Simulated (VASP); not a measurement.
# Ti (Im-3m) in VASP: further runs, part 2 of 2

VASP 6.6.1. Earlier steps stand in the parts before.

### 5 Single point, PBE

Input file INCAR:

```
SYSTEM = Ti
PREC = Accurate ; ENCUT = 520
EDIFF = 1E-6 ; ISMEAR = 0
SIGMA = 0.025 ; LREAL = .FALSE.
LASPH = .TRUE. ; NELM = 60
ALGO = Fast ; ISIF = 2
LWAVE = .FALSE. ; LCHARG = .FALSE.
GGA = PE ; NBANDS = 12
```

Input file KPOINTS:

```
Automatic mesh
0
G
  11 11 11
  0 0 0
```

Input file POSCAR:

```
Ti
1.0
   -1.6410000000      1.6410000000      1.6410000000
    1.6410000000     -1.6410000000      1.6410000000
    1.6410000000      1.6410000000     -1.6410000000
Ti
1
Direct
    0.0000000000      0.0000000000      0.0000000000
```

Potentials or basis: VASP PAW PBE potentials, release 64 (Ti_sv).

Launch:

```console
cat potpaw_PBE.64/Ti_sv/POTCAR > POTCAR
mpirun -np 1 vasp_std > vasp.out
```

OUTCAR:

```text
SYSTEM = Ti
   PREC = Accurate
   ENCUT = 520
   EDIFF = 1E-6
   ISMEAR = 0
   LREAL = .FALSE.
   LASPH = .TRUE.
   NELM = 60
   ISIF = 2
   GGA = PE

 ion  position               nearest neighbor table
   1  0.000  0.000  0.000-

  LATTYP: Found a body centered cubic cell.
 ALAT       =     3.2820000000

  Lattice vectors:

 A1 = (  -1.6410000000,   1.6410000000,   1.6410000000)
 A2 = (   1.6410000000,  -1.6410000000,   1.6410000000)
 A3 = (   1.6410000000,   1.6410000000,  -1.6410000000)

Analysis of symmetry for initial positions (statically):
=====================================================================
 Subroutine PRICEL returns:
 Original cell was already a primitive cell.

 Routine SETGRP: Setting up the symmetry group for a
 body centered cubic supercell.

 Subroutine GETGRP returns: Found 48 space group operations
[... 9 lines left out ...]

 Routine SETGRP: Setting up the symmetry group for a
 body centered cubic supercell.

 Subroutine GETGRP returns: Found 48 space group operations
[... 11 lines left out ...]
                                     Primitive cell

  volume of cell :      17.6761

  direct lattice vectors                    reciprocal lattice vectors
    -1.641000000  1.641000000  1.641000000     0.000000000  0.304692261  0.304692261
     1.641000000 -1.641000000  1.641000000     0.304692261  0.000000000  0.304692261
     1.641000000  1.641000000 -1.641000000     0.304692261  0.304692261  0.000000000

  length of vectors
     2.842295375  2.842295375  2.842295375     0.430899928  0.430899928  0.430899928

  position of ions in fractional coordinates (direct lattice)
     0.000000000  0.000000000  0.000000000

  ion indices of the primitive-cell ions
   primitive index   ion index
                 1           1

----------------------------------------------------------------------------------------

 KPOINTS: Automatic mesh

Automatic generation of k-mesh.
 Grid dimensions read from file:
 generate k-points for:   11   11   11

 Generating k-lattice:

  Cartesian coordinates                     Fractional coordinates (reciprocal lattice)
     0.000000000  0.027699296  0.027699296     0.090909091  0.000000000  0.000000000
     0.027699296  0.000000000  0.027699296     0.000000000  0.090909091  0.000000000
     0.027699296  0.027699296  0.000000000     0.000000000  0.000000000  0.090909091

  Length of vectors
     0.039172721  0.039172721  0.039172721

  Shift w.r.t. Gamma in fractional coordinates (k-lattice)
     0.000000000  0.000000000  0.000000000

 Subroutine IBZKPT returns following result:
 ===========================================

 Found     56 irreducible k-points:

 Following reciprocal coordinates:
            Coordinates               Weight
  0.000000  0.000000  0.000000      1.000000
  0.090909  0.000000  0.000000     12.000000
  0.181818  0.000000  0.000000     12.000000
  0.272727  0.000000  0.000000     12.000000
  0.363636  0.000000  0.000000     12.000000
  0.454545  0.000000  0.000000     12.000000
[... 16 lines left out ...]
  0.272727  0.181818  0.090909     48.000000
  0.363636  0.181818  0.090909     24.000000
 [... further k-points ...]
   k-points           NKPTS =     56   k-points in BZ     NKDIM =     56   number of bands    NBANDS=     12
   number of dos      NEDOS =    301   number of ions     NIONS =      1
   total plane-waves  NPLWV =  13824
   dimension x,y,z NGX =    24 NGY =   24 NGZ =   24
   dimension x,y,z NGXF=    48 NGYF=   48 NGZF=   48
   ions per type =               1
   NGX,Y,Z   is equivalent  to a cutoff of  14.04, 14.04, 14.04 a.u.
   NGXF,Y,Z  is equivalent  to a cutoff of  28.08, 28.08, 28.08 a.u.
 SYSTEM =  Ti
   PREC   = accura    normal or accurate (medium, high low for compatibility)
   ISTART =      0    job   : 0-new  1-cont  2-samecut
   ICHARG =      2    charge: 1-file 2-atom 10-const
   ISPIN  =      1    spin polarized calculation?
   LNONCOLLINEAR =      F non collinear calculations
   LSORBIT =      F    spin-orbit coupling
   LASPH  =      T    aspherical Exc in radial PAW
   ENCUT  =  520.0 eV  38.22 Ry    6.18 a.u.   5.28  5.28  5.28*2*pi/ulx,y,z
   NELM   =     60;   NELMIN=  2; NELMDL= -5     # of ELM steps
   EDIFF  = 0.1E-05   stopping-criterion for ELM
   LREAL  =      F    real-space projection
   EDIFFG = 0.1E-04   stopping-criterion for IOM
   NSW    =      0    number of steps for IOM
   IBRION =     -1    ionic relax: 0-MD 1-quasi-New 2-CG
   NFREE  =      0    steps in history (QN), initial steepest desc. (CG)
   ISIF   =      2    stress and relaxation
   ISYM   =      2    0-nonsym 1-usesym 2-fastsym
   POTIM  = 0.5000    time-step for ionic-motion
   TEBEG  =    0.0;   TEEND  =   0.0 temperature during run
   PSTRESS=    0.0 pullay stress
   NELECT =      12.0000    total number of electrons
   NUPDOWN=      -1.0000    fix difference up-down
   EMIN   =  10.00;   EMAX   =-10.00  energy-range for DOS
   EFERMI =   0.00;   METHOD = LEGACY
   ISMEAR =     0;   SIGMA  =   0.03  broadening in eV -4-tet -1-fermi 0-gaus
   EFERMI_NEDOS =   21; number of points for ismear=-14 and -15
   IALGO  =     68    algorithm
   IMIX   =      4    mixing-type and parameters
     AMIX     =   0.40;   BMIX     =  1.00
     AMIX_MAG =   1.60;   BMIX_MAG =  1.00
  volume/ion in A,a.u.               =      17.68       119.28
  Fermi-wavevector in a.u.,A,eV,Ry     =   1.438821  2.718977 28.166848  2.070205
  Thomas-Fermi vector in A             =   2.557745
   LORBIT       =      0    0 simple, 1 ext, 2 COOP (PROOUT), +10 PAW based schemes
   GGA     = PE    functional components
   LHFCALC =     F    Hartree Fock is set to
   AEXX    =    0.0000 exact exchange contribution
   IVDW    =     0    specifies the selected vdW correction
   LEPSILON=     F    determine dielectric tensor
   LRPA    =     F    only Hartree local field effects (RPA)
 non-spin polarized calculation
 RMM-DIIS sequential band-by-band and
 Gauss-broadening in eV      SIGMA  =   0.03
  energy-cutoff  :      520.00
  volume of cell :       17.68
 maximum number of plane-waves:       486
 NGX is ok and might be reduce to    24

 number of electron      12.0000001 magnetization

 Free energy of the ion-electron system (eV)
  ---------------------------------------------------
  ext. energy  EPLUGINS =         0.00000000
  ---------------------------------------------------
  free energy    TOTEN  =        -7.71645622 eV

  energy without entropy =       -7.71487818  energy(sigma->0) =       -7.71566720

 E-fermi :   7.9001     XC(G=0): -11.4090

 val. band max:        7.8920283208   @ k =  -0.3636  -0.4545   0.0909
 cond. band min:       7.9020419046   @ k =   0.1818   0.0909   0.0909
 fundamental gap:      0.0100135838
 Fermi energy:         7.9001137286

 k-point     1 :       0.0000    0.0000    0.0000
  band No.  band energies     occupation
      1     -48.6409      2.00000
      2     -24.5183      2.00000
      3     -24.5183      2.00000
      4     -24.5183      2.00000
      5       1.9910      2.00000
      6       8.8908      0.00000
      7       8.8908      0.00000
      8       8.8908      0.00000
      9      10.6106      0.00000
     10      10.6106      0.00000
     11      25.1906      0.00000
     12      25.1906      0.00000

 k-point     2 :       0.0909    0.0000    0.0000
  band No.  band energies     occupation
      1     -48.6313      2.00000
      2     -24.5707      2.00000
      3     -24.5345      2.00000
      4     -24.5186      2.00000
      5       2.2675      2.00000
      6       8.7673      0.00000
      7       8.8504      0.00000
      8       9.0902      0.00000
      9      10.4760      0.00000
     10      10.6188      0.00000
     11      24.7197      0.00000
     12      25.1307      0.00000
[... 301 lines left out ...]
 k-point    23 :       0.2727    0.1818    0.0909
  band No.  band energies     occupation
      1     -48.5192      2.00000
      2     -25.0366      2.00000
      3     -24.7587      2.00000
      4     -24.6148      2.00000
      5       6.3664      2.00000
      6       7.3655      2.00000
      7       7.6814      2.00000
      8      10.7285      0.00000
      9      10.9491      0.00000
     10      13.3752      0.00000
     11      17.5911      0.00000
     12      19.1689      0.00000

 k-point    24 :       0.3636    0.1818    0.0909
  band No.  band energies     occupation
      1     -48.5124      2.00000
      2     -25.0380      2.00000
      3     -24.8009      2.00000
      4     -24.6189      2.00000
      5       6.4756      2.00000
      6       7.3328      2.00000
      7       7.9332      0.06127
      8      10.7871      0.00000
      9      10.9761      0.00000
     10      14.1139      0.00000
     11      16.3282      0.00000
     12      18.8641      0.00000

 [... further k-points ...]
[... 5 lines left out ...]
  --------------------------------------------------------------------------------------
  -------------------------------------------------------------------------------------
  Total       -0.3539767     -0.3539767     -0.3539767     -0.0000000     -0.0000000      0.0000000
  in kB      -32.0848134    -32.0848134    -32.0848134     -0.0000000     -0.0000000      0.0000000
  external PRESSURE =     -32.0848134 kB  Pullay stress =       0.0000000 kB

 VOLUME and BASIS-vectors are now :
 -----------------------------------------------------------------------------
  energy-cutoff  :      520.00
  volume of cell :       17.68
      direct lattice vectors                 reciprocal lattice vectors
    -1.641000000  1.641000000  1.641000000     0.000000000  0.304692261  0.304692261
     1.641000000 -1.641000000  1.641000000     0.304692261  0.000000000  0.304692261
     1.641000000  1.641000000 -1.641000000     0.304692261  0.304692261  0.000000000

 POSITION                                       TOTAL-FORCE (eV/Angst)
 -----------------------------------------------------------------------------------
      0.00000      0.00000      0.00000         0.000000      0.000000      0.000000
 -----------------------------------------------------------------------------------
    total drift:                                0.000000      0.000000      0.000000

  FREE ENERGIE OF THE ION-ELECTRON SYSTEM (eV)
  ---------------------------------------------------
  free  energy   TOTEN  =        -7.7164562186 eV

  energy  without entropy=       -7.7148781757  energy(sigma->0) =       -7.71566720
```

OSZICAR:

```text
N       E                     dE             d eps       ncg     rms          rms(c)
DAV:   1     0.861459956877E+02    0.86146E+02   -0.65794E+03  1344   0.120E+03
DAV:   2    -0.426672419385E+01   -0.90413E+02   -0.87863E+02  1372   0.295E+02
DAV:   3    -0.869535526056E+01   -0.44286E+01   -0.43774E+01  1860   0.652E+01
[... 13 lines left out ...]
RMM:  17    -0.771647655122E+01    0.12714E-03   -0.46374E-04  1956   0.193E-01    0.148E-01
RMM:  18    -0.771645419945E+01    0.22352E-04   -0.17519E-04  1867   0.133E-01    0.456E-02
RMM:  19    -0.771645524541E+01   -0.10460E-05   -0.20025E-05  1624   0.456E-02    0.223E-02
RMM:  20    -0.771645631235E+01   -0.10669E-05   -0.75051E-06  1270   0.179E-02    0.169E-02
RMM:  21    -0.771645621861E+01    0.93748E-07   -0.59286E-06  1311   0.207E-02
   1 F= -.77164562E+01 E0= -.77156672E+01  d E =-.157804E-02
```

stdout:

```text
POSCAR found type information on POSCAR Ti
 POSCAR found :  1 types and       1 ions
 scaLAPACK will be used
 LDA part: xc-table for (Slater+PW92), standard interpolation
 POSCAR, INCAR and KPOINTS ok, starting setup
 FFT: planning ... GRIDC
 FFT: planning ... GRID_SOFT
 FFT: planning ... GRID
 WAVECAR not read
 entering main loop
WARNING in EDDRMM: call to ZHEGV failed, returncode =   6  3      5
WARNING in EDDRMM: call to ZHEGV failed, returncode =   6  3      9
```

Wall time 24 s (1 thread of Intel Xeon Platinum 8259CL at 2.50GHz (Skylake/Cascade Lake), shared host); peak memory 0.14 GiB.

Results:

| Item | Value |
| --- | --- |
| Free energy | -7.7165 eV |
| Pressure | -3.2 GPa |
| Band gap on the k mesh | zero (band 6 reaches 8.90 eV, above the bottom of band 7 at 7.33 eV) |

### 6 Relaxation of cell and atoms, PBEsol

Input file INCAR:

```
PREC = Accurate
ENCUT = 600
EDIFF = 1E-6
ISMEAR = -1
SIGMA = 0.05
LREAL = False
LASPH = True
NELM = 60
ALGO = Normal
ISIF = 3
LWAVE = False
LCHARG = False
GGA = PS
IBRION = 2
NSW = 80
EDIFFG = -0.01
```

Input file KPOINTS:

```
Automatic mesh
0
Gamma
  11 11 11
```

POSCAR is that of step 5.

Potentials or basis: VASP PAW PBE potentials, release 64 (Ti_sv).

Launch:

```console
cat potpaw_PBE.64/Ti_sv/POTCAR > POTCAR
mpirun -np 1 vasp_std > vasp.out
```

Run time: 26 s. Hardware: 1 thread of Intel Xeon Platinum 8259CL at 2.50GHz (Skylake/Cascade Lake), shared host; peak memory 0.15 GiB.

Results (log left out):

- Free energy: -8.2449 eV
- Relaxed volume: 16.48 Å³/atom
- Relaxed cell: a = 2.777 Å, b = 2.777 Å, c = 2.777 Å, α = 109.47°, β = 109.47°, γ = 109.47°
- Space group after relaxing (to 0.05 Å): Im-3m (No. 229)
- Energy gained by relaxing: 27.4 meV/atom
- Ionic steps: 3
- Pressure after relaxing: 0.0 GPa
- Band gap on the k mesh: zero (band 6 reaches 9.56 eV, above the bottom of band 7 at 7.87 eV)

Step by step:
```tsv
step	energy change (eV)	largest force (eV/Å)	pressure (GPa)	volume (Å³)
1	0.0000	0.0000	-6.91	17.68
2	-0.0168	0.0000	5.09	15.80
3	-0.0274	0.0000	0.03	16.48
```

Final structure:
```cif
data_structure
_symmetry_space_group_name_H-M 'P 1'
_symmetry_Int_Tables_number 1
_cell_length_a 2.7767
_cell_length_b 2.7767
_cell_length_c 2.7767
_cell_angle_alpha 109.471
_cell_angle_beta 109.471
_cell_angle_gamma 109.471
_cell_volume 16.48
loop_
_atom_site_label
_atom_site_type_symbol
_atom_site_fract_x
_atom_site_fract_y
_atom_site_fract_z
_atom_site_occupancy
Ti1 Ti 0.00000 0.00000 0.00000 1
```

Levels at points of the mesh, in eV from the Fermi level:
```tsv
k point	band 4	band 5	band 6	band 7	band 8	band 9
(0.00, 0.00, 0.00)	-32.06	-6.05	1.05	1.05	1.05	2.94
```

Caveat: the PAW data sets were made with another functional, which shifts forces and pressure a little.

### 7 Summary

```csv
task,level,potentials or basis,spin,cell,cutoff (eV),smearing,gap on the mesh (eV),pressure (GPa)
single point,PBEsol,"VASP PAW PBE potentials, release 64 (Ti_sv)","collinear, ferromagnetic start","a = 2.842 Å, angles 109.5°, 1 atom",520,tetrahedron,none,-7.3
single point,PBEsol,"VASP PAW PBE potentials, release 64 (Ti_sv)",off,"a = 2.779 Å, angles 109.5°, 1 atom",520,fermi-dirac 0.05 eV,none,-0.3
single point,LDA,"VASP PAW LDA potentials, release 64 (Ti_sv)",off,"a = 2.842 Å, angles 109.5°, 1 atom",520,fermi-dirac 0.05 eV,none,-11.0
single point,PBE,"VASP PAW PBE potentials, release 64 (Ti_sv)",off,"a = 2.842 Å, angles 109.5°, 1 atom",520,gaussian 0.025 eV,none,-3.2
relaxation of cell and atoms,PBEsol,"VASP PAW PBE potentials, release 64 (Ti_sv)",off,"relaxed from a = 2.842 Å, angles 109.5°, 1 atom",600,fermi-dirac 0.05 eV,none,0.0
```

Alike in all rows: k mesh 11 × 11 × 11.

Caveats: the PAW data sets were made with another functional, which shifts forces and pressure a little (some runs).

Absolute energies hang on the potentials; compare differences alone.
